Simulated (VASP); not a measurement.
Input of a VASP 6.6.1 run:

The input INCAR:

```
  PREC = Accurate
  ENCUT = 750
  EDIFF = 1E-6
  ISMEAR = 0
  SIGMA = 0.05
  LREAL = False
  LASPH = True
  NELM = 120
  ALGO = Normal
  ISIF = 2
  LWAVE = False
  LCHARG = True
  GGA = CA
  LELF = True
  LVHAR = True
  NBANDS = 20
  GGA_COMPAT = False
```

The input KPOINTS:

```
regular mesh
0
Gamma
  8 8 10
```

The input POSCAR:

```
LiInPt
1.0
    4.4398300000      0.0000000000      0.0000000000
   -2.2199200000      3.8450100000      0.0000000000
    0.0000000000      0.0000000000      2.9206000000
Li In Pt
1 1 1
Direct
    0.0000000000      0.0000000000      0.0000000000
    0.3333333333      0.6666666667      0.5000000000
    0.6666666667      0.3333333333      0.0000000000
```

Potentials or basis: VASP PAW LDA potentials, release 64 (Li_sv, In_d, Pt).

Launch:

```console
$ cat potpaw_LDA.64/Li_sv/POTCAR potpaw_LDA.64/In_d/POTCAR potpaw_LDA.64/Pt/POTCAR > POTCAR
$ mpirun -np 1 vasp_std > vasp.out
```

(1) Predict the band gap on the k mesh.

(2) Estimate the pressure.

## Answers

(1) zero (bands 13 and 14 overlap by 4.52 eV).

(2) -8.3 GPa.

Caveat: the cell stands under tension; spin-orbit coupling is left out, which moves the levels of the heavy elements.
